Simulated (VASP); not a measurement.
# Ti (P6/mmm) in VASP: a series of runs

Ti is run at these levels: PBEsol; tasks: single point.

Everything below comes from runs of VASP 6.6.1. Logs are shortened: lines on timing, memory, paths and dates and some standing lists are left out, and cuts for length are marked.

### Step 1. The cell of the first run

Symmetry: P6/mmm, No. 191, hexagonal system. Conventional cell: a = 4.461 Å, b = 4.461 Å, c = 3.067 Å, α = 90.00°, β = 90.00°, γ = 120.00°. Within 3.9 Å of Ti (site symmetry 6/mmm) lie 14 Ti at 3.00 to 3.07 Å. Ti (site symmetry -6m2) has 11 Ti at 2.58 to 3.07 Å within 3.4 Å.

### Step 2. Single point, PBEsol

Input file INCAR:

```
PREC = Accurate
ENCUT = 520
EDIFF = 1E-6
ISMEAR = 0
SIGMA = 0.15
LREAL = False
LASPH = True
NELM = 100
ALGO = Fast
ISIF = 2
LWAVE = False
LCHARG = True
GGA = PS
LELF = True
LVHAR = True
NBANDS = 25
```

Input file KPOINTS:

```
Automatic mesh
0
Gamma
  12 12 14
```

Input file POSCAR:

```
Ti
1.0
    4.4607000000      0.0000000000      0.0000000000
   -2.2303500000      3.8630795187      0.0000000000
    0.0000000000      0.0000000000      3.0669000000
Ti
3
Direct
    0.0000000000      0.0000000000      0.0000000000
    0.3333333333      0.6666666667      0.5000000000
    0.6666666667      0.3333333333      0.5000000000
```

Potentials or basis: VASP PAW PBE potentials, release 64 (Ti_sv).

Run with:

```bash
cat potpaw_PBE.64/Ti_sv/POTCAR > POTCAR
mpirun -np 1 vasp_std > vasp.out
```

OUTCAR:

```text
PREC = Accurate
   ENCUT = 520
   EDIFF = 1E-6
   ISMEAR = 0
   LREAL = False
   LASPH = True
   NELM = 100
   ISIF = 2
   GGA = PS

 ion  position               nearest neighbor table
   1  0.000  0.000  0.000-
   2  0.333  0.667  0.500-   3 2.58   3 2.58   3 2.58
   3  0.667  0.333  0.500-   2 2.58   2 2.58   2 2.58

  LATTYP: Found a hexagonal cell.
 ALAT       =     4.4607000000
 C/A-ratio  =     0.6875378304

  Lattice vectors:

 A1 = (   4.4607000000,   0.0000000000,   0.0000000000)
 A2 = (  -2.2303500000,   3.8630795187,   0.0000000000)
 A3 = (   0.0000000000,   0.0000000000,   3.0669000000)

Analysis of symmetry for initial positions (statically):
=====================================================================
 Subroutine PRICEL returns:
 Original cell was already a primitive cell.

 Routine SETGRP: Setting up the symmetry group for a
 hexagonal supercell.

 Subroutine GETGRP returns: Found 24 space group operations
 (whereof 24 operations were pure point group operations)
 out of a pool of 24 trial point group operations.

The static configuration has the point symmetry D_6h.

Analysis of symmetry for dynamics (positions and initial velocities):
=====================================================================
 Subroutine PRICEL returns:
 Original cell was already a primitive cell.

 Routine SETGRP: Setting up the symmetry group for a
 hexagonal supercell.

 Subroutine GETGRP returns: Found 24 space group operations
 (whereof 24 operations were pure point group operations)
 out of a pool of 24 trial point group operations.

The dynamic configuration has the point symmetry D_6h.

 Subroutine INISYM returns: Found 24 space group operations
 (whereof 24 operations are pure point group operations),
 and found     1 'primitive' translations

----------------------------------------------------------------------------------------

                                     Primitive cell

  volume of cell :      52.8489

  direct lattice vectors                    reciprocal lattice vectors
     4.460700000  0.000000000  0.000000000     0.224180061  0.129430419  0.000000000
    -2.230350000  3.863079519  0.000000000     0.000000000  0.258860838  0.000000000
     0.000000000  0.000000000  3.066900000     0.000000000  0.000000000  0.326062147

  length of vectors
     4.460700000  4.460700000  3.066900000     0.258860838  0.258860838  0.326062147

[... 75 lines left out ...]
   ICHARG =      2    charge: 1-file 2-atom 10-const
   ISPIN  =      1    spin polarized calculation?
   LNONCOLLINEAR =      F non collinear calculations
   LSORBIT =      F    spin-orbit coupling
   LASPH  =      T    aspherical Exc in radial PAW
   ENCUT  =  520.0 eV  38.22 Ry    6.18 a.u.   8.29  8.29  5.70*2*pi/ulx,y,z
   NELM   =    100;   NELMIN=  2; NELMDL= -5     # of ELM steps
   EDIFF  = 0.1E-05   stopping-criterion for ELM
   LREAL  =      F    real-space projection
   EDIFFG = 0.1E-04   stopping-criterion for IOM
   NSW    =      0    number of steps for IOM
   IBRION =     -1    ionic relax: 0-MD 1-quasi-New 2-CG
   NFREE  =      0    steps in history (QN), initial steepest desc. (CG)
   ISIF   =      2    stress and relaxation
   ISYM   =      2    0-nonsym 1-usesym 2-fastsym
   POTIM  = 0.5000    time-step for ionic-motion
   TEBEG  =    0.0;   TEEND  =   0.0 temperature during run
   PSTRESS=    0.0 pullay stress
   NELECT =      36.0000    total number of electrons
   NUPDOWN=      -1.0000    fix difference up-down
   EMIN   =  10.00;   EMAX   =-10.00  energy-range for DOS
   EFERMI =   0.00;   METHOD = LEGACY
   ISMEAR =     0;   SIGMA  =   0.15  broadening in eV -4-tet -1-fermi 0-gaus
   EFERMI_NEDOS =   21; number of points for ismear=-14 and -15
   IALGO  =     68    algorithm
   IMIX   =      4    mixing-type and parameters
     AMIX     =   0.40;   BMIX     =  1.00
     AMIX_MAG =   1.60;   BMIX_MAG =  1.00
  volume/ion in A,a.u.               =      17.62       118.88
  Fermi-wavevector in a.u.,A,eV,Ry     =   1.440446  2.722048 28.230510  2.074884
  Thomas-Fermi vector in A             =   2.559189
   LORBIT       =      0    0 simple, 1 ext, 2 COOP (PROOUT), +10 PAW based schemes
   GGA     = PS    functional components
   LHFCALC =     F    Hartree Fock is set to
   AEXX    =    0.0000 exact exchange contribution
   IVDW    =     0    specifies the selected vdW correction
   LEPSILON=     F    determine dielectric tensor
   LRPA    =     F    only Hartree local field effects (RPA)
 non-spin polarized calculation
 RMM-DIIS sequential band-by-band and
 Gauss-broadening in eV      SIGMA  =   0.15
  energy-cutoff  :      520.00
  volume of cell :       52.85
 maximum number of plane-waves:      1440
 NGX is ok and might be reduce to    36

 number of electron      36.0000018 magnetization

 Free energy of the ion-electron system (eV)
  ---------------------------------------------------
  ext. energy  EPLUGINS =         0.00000000
  ---------------------------------------------------
  free energy    TOTEN  =       -24.79800660 eV

  energy without entropy =      -24.76086215  energy(sigma->0) =      -24.77943438

 E-fermi :   7.9974     XC(G=0): -11.5531

 val. band max:        7.9922696054   @ k =   0.4167   0.1667   0.1429
 cond. band min:       7.9992880757   @ k =   0.4167   0.0833   0.1429
 fundamental gap:      0.0070184703
 Fermi energy:         7.9974400978

 k-point     1 :       0.0000    0.0000    0.0000
  band No.  band energies     occupation
      1     -48.8102      2.00000
      2     -48.4712      2.00000
      3     -48.2461      2.00000
      4     -25.2176      2.00000
      5     -25.2176      2.00000
      6     -25.0840      2.00000
[... 661 lines left out ...]
     24      10.1625      0.00000
     25      10.5334      0.00000

 [... further k-points ...]
[... 5 lines left out ...]
  --------------------------------------------------------------------------------------
  -------------------------------------------------------------------------------------
  Total       -0.9359703     -0.9359703     -6.0705918      0.0000000      0.0000000      0.0000000
  in kB      -28.3750342    -28.3750342   -184.0370812      0.0000000      0.0000000      0.0000000
  external PRESSURE =     -80.2623832 kB  Pullay stress =       0.0000000 kB

 VOLUME and BASIS-vectors are now :
 -----------------------------------------------------------------------------
  energy-cutoff  :      520.00
  volume of cell :       52.85
      direct lattice vectors                 reciprocal lattice vectors
     4.460700000  0.000000000  0.000000000     0.224180061  0.129430419  0.000000000
    -2.230350000  3.863079519  0.000000000     0.000000000  0.258860838  0.000000000
     0.000000000  0.000000000  3.066900000     0.000000000  0.000000000  0.326062147

 POSITION                                       TOTAL-FORCE (eV/Angst)
 -----------------------------------------------------------------------------------
      0.00000      0.00000      0.00000         0.000000      0.000000      0.000000
     -0.00000      2.57539      1.53345        -0.000000      0.000000      0.000000
      2.23035      1.28769      1.53345         0.000000     -0.000000      0.000000
 -----------------------------------------------------------------------------------
    total drift:                                0.000000     -0.000000     -0.000000

  FREE ENERGIE OF THE ION-ELECTRON SYSTEM (eV)
  ---------------------------------------------------
  free  energy   TOTEN  =       -24.7980065981 eV

  energy  without entropy=      -24.7608621531  energy(sigma->0) =      -24.77943438
```

Wall time 4.9 min (1 thread of Intel Xeon 6975P-C (Granite Rapids), shared host); peak memory 0.28 GiB.

What came out:

```yaml
Free_energy: -24.7980 eV
Pressure: -8.0 GPa
Band_gap_on_the_k_mesh: zero (band 18 reaches 8.36 eV, above the bottom of band 19 at 7.80 eV)
```

Levels at points of the mesh, in eV from the Fermi level:
| k point | band 14 | band 15 | band 16 | band 17 | band 18 | band 19 | band 20 | band 21 | band 22 | band 23 |
| --- | --- | --- | --- | --- | --- | --- | --- | --- | --- | --- |
| (0.00, 0.00, 0.00) | -2.02 | -0.59 | -0.59 | -0.47 | -0.47 | 0.51 | 1.16 | 1.20 | 1.27 | 1.30 |
| (0.50, 0.00, 0.00) | -3.40 | -2.54 | -0.43 | -0.19 | -0.16 | 0.22 | 0.26 | 0.93 | 1.24 | 1.37 |
| (0.00, 0.00, 0.50) | -2.24 | -2.01 | -2.01 | -1.60 | -1.60 | 1.07 | 1.07 | 1.36 | 1.36 | 2.89 |
| (0.50, 0.00, 0.50) | -2.14 | -1.52 | -1.14 | -1.07 | -0.81 | 0.41 | 0.62 | 0.62 | 0.90 | 2.12 |

Caveat: the PAW data sets were made with another functional, which shifts forces and pressure a little.

### Step 3. Single point, PBEsol

This run uses another cell than the first one, of the same volume but with other edges.

Input file INCAR:

```
SYSTEM = Ti
PREC = Accurate ; ENCUT = 520
EDIFF = 1E-6 ; ISMEAR = 0
SIGMA = 0.15 ; LREAL = .False.
LASPH = .True. ; NELM = 60
ALGO = Fast ; ISIF = 2
LWAVE = .False. ; LCHARG = .False.
GGA = PS ; NBANDS = 25
```

Input file KPOINTS:

```
Automatic mesh
0
Gamma
  12 12 14
  0 0 0
```

Input file POSCAR:

```
Ti
1.0
    4.6504000000      0.0000000000      0.0000000000
   -2.3252000000      4.0273645378      0.0000000000
    0.0000000000      0.0000000000      2.8263000000
Ti
3
Direct
    0.0000000000      0.0000000000      0.0000000000
    0.3333333333      0.6666666667      0.5000000000
    0.6666666667      0.3333333333      0.5000000000
```

Potentials or basis: VASP PAW PBE potentials, release 64 (Ti_sv).

Run with:

```bash
cat potpaw_PBE.64/Ti_sv/POTCAR > POTCAR
mpirun -np 1 vasp_std > vasp.out
```

It took 4.8 min on 1 thread of Intel Xeon 6975P-C (Granite Rapids), shared host; peak memory 0.28 GiB.

The run converged. Its results:

```
Free energy            : -24.9801 eV
Pressure               : -7.4 GPa
Band gap on the k mesh : zero (band 18 reaches 8.05 eV, above the bottom of band 19 at 7.79 eV)
```

Stress tensor (GPa, compression positive):
```
-8.45  0.00  0.00
 0.00 -8.45  0.00
 0.00  0.00 -5.31
```

Levels at points of the mesh, in eV from the Fermi level:
| k point | band 14 | band 15 | band 16 | band 17 | band 18 | band 19 | band 20 | band 21 | band 22 | band 23 |
| --- | --- | --- | --- | --- | --- | --- | --- | --- | --- | --- |
| (0.00, 0.00, 0.00) | -1.83 | -0.69 | -0.69 | -0.59 | -0.59 | -0.11 | 0.59 | 1.26 | 1.26 | 1.89 |
| (0.50, 0.00, 0.00) | -3.56 | -2.53 | -0.38 | -0.35 | -0.34 | 0.06 | 0.46 | 0.98 | 1.17 | 1.99 |
| (0.00, 0.00, 0.50) | -1.95 | -1.95 | -1.61 | -1.51 | -1.51 | 0.99 | 0.99 | 1.25 | 1.25 | 2.85 |
| (0.50, 0.00, 0.50) | -2.02 | -1.61 | -1.07 | -0.62 | -0.50 | 0.37 | 0.85 | 0.92 | 1.04 | 2.17 |

Caveat: the PAW data sets were made with another functional, which shifts forces and pressure a little.

### Step 4. Single point, PBEsol

This run uses another cell than the first one, of 17.58 Å³/atom, 0.998 times its volume.

Input file INCAR:

```
SYSTEM = Ti
  PREC = Accurate
  ENCUT = 520
  EDIFF = 1E-6
  ISMEAR = 0
  SIGMA = 0.15
  LREAL = .FALSE.
  LASPH = .TRUE.
  NELM = 100
  ALGO = Fast
  ISIF = 2
  LWAVE = .FALSE.
  LCHARG = .FALSE.
  GGA = PS
  NBANDS = 25
```

Input file KPOINTS:

```
regular mesh
0
G
  12 12 14
  0 0 0
```

Input file POSCAR:

```
Ti
1.0
    4.5962000000      0.0000000000      0.0000000000
   -2.2981000000      3.9804259609      0.0000000000
    0.0000000000      0.0000000000      2.8823000000
Ti
3
Direct
    0.0000000000      0.0000000000      0.0000000000
    0.3333333333      0.6666666667      0.5000000000
    0.6666666667      0.3333333333      0.5000000000
```

Run with:

```bash
cat potpaw_PBE.64/Ti_sv/POTCAR > POTCAR
mpirun -np 1 vasp_std > vasp.out
```

Wall time 4.4 min (1 thread of Intel Xeon 6975P-C (Granite Rapids), shared host); peak memory 0.28 GiB.

It converged, with:

```yaml
Free_energy: -24.9921 eV
Pressure: -7.1 GPa
Band_gap_on_the_k_mesh: zero (band 18 reaches 8.19 eV, above the bottom of band 19 at 7.90 eV)
```

Stress tensor (GPa, compression positive):
```
-6.38  0.00  0.00
 0.00 -6.38  0.00
 0.00  0.00 -8.65
```

Levels at points of the mesh, in eV from the Fermi level:
```
           k point  band 14  band 15  band 16  band 17  band 18  band 19  band 20  band 21  band 22  band 23
(0.00, 0.00, 0.00)    -1.89    -0.68    -0.68    -0.58    -0.58     0.03     0.73     1.27     1.27     1.69
(0.50, 0.00, 0.00)    -3.54    -2.55    -0.39    -0.34    -0.31     0.09     0.58     0.91     1.10     1.79
(0.00, 0.00, 0.50)    -2.00    -2.00    -1.80    -1.56    -1.56     1.08     1.08     1.18     1.18     2.86
(0.50, 0.00, 0.50)    -2.08    -1.61    -1.11    -0.69    -0.67     0.37     0.77     0.82     0.99     2.16
```

Caveat: the PAW data sets were made with another functional, which shifts forces and pressure a little.

### Step 5. Overview

```tsv
cell	gap on the mesh (eV)	pressure (GPa)
a = 4.461, b = 4.461, c = 3.067 Å, angles 90.0, 90.0, 120.0°, 3 atoms	none	-8.0
a = 4.650, b = 4.650, c = 2.826 Å, angles 90.0, 90.0, 120.0°, 3 atoms	none	-7.4
a = 4.596, b = 4.596, c = 2.882 Å, angles 90.0, 90.0, 120.0°, 3 atoms	none	-7.1
```

Alike in all rows: task single point; level PBEsol; potentials or basis VASP PAW PBE potentials, release 64 (Ti_sv); no spin polarisation; k mesh 12 × 12 × 14; cutoff (eV) 520; smearing gaussian 0.15 eV.

Caveats: the PAW data sets were made with another functional, which shifts forces and pressure a little.

Absolute energies hang on the potentials; compare differences alone.
